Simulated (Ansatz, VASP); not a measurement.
## In2Te2S: VASP beside Ansatz

```
In Te S
1.0
     4.12511    0.00000    0.00000
    -2.06255    3.57245    0.00000
     0.00000    0.00000   10.62413
In Te S
2 2 1
Direct
  0.66667 0.33333 0.83841
  0.33333 0.66667 0.16159
  0.66667 0.33333 0.31228
  0.33333 0.66667 0.68772
  0.00000 0.00000 0.00000
```

Change from the starting cell: species swapped into the Nd2SeO2 type (P-3m1, No. 164).

Alike in both runs: functional PBE; k mesh 6 × 6 × 2; occupations gaussian, width 0.1 eV; no spin polarisation.

Ansatz relaxed the structure, and its values are those at the end. VASP's run is a single point on that final structure, the one shown.

|  | VASP | Ansatz |
| --- | --- | --- |
| version | VASP 6.6.1 | Ansatz 0.2.0 |
| potentials or method | VASP PAW PBE potentials, release 64 (In_d, Te, S), cutoff 520 eV | scalar-relativistic, plane waves, PAW |
| valence electrons in the cell | 44 | 64 |

VASP gave:

- gap on the k mesh at the Fermi level (eV): none
- pressure (GPa): 0.1
- rms of the force components (eV/Å): 0.003

**Question.** What did Ansatz give for the same quantities?

**Answer.** gap on the k mesh at the Fermi level (eV): none; pressure (GPa): 0.1; rms of the force components (eV/Å): 0.002.

A gap of «none» marks a metal or a gap that the smearing closes. The functional is the same, so the differences come from potentials, cutoffs and numerics. VASP's potentials hold 44 valence electrons a cell and Ansatz's 64, so a difference there can come from the potentials and not from the codes.

Spin-orbit coupling is off throughout.
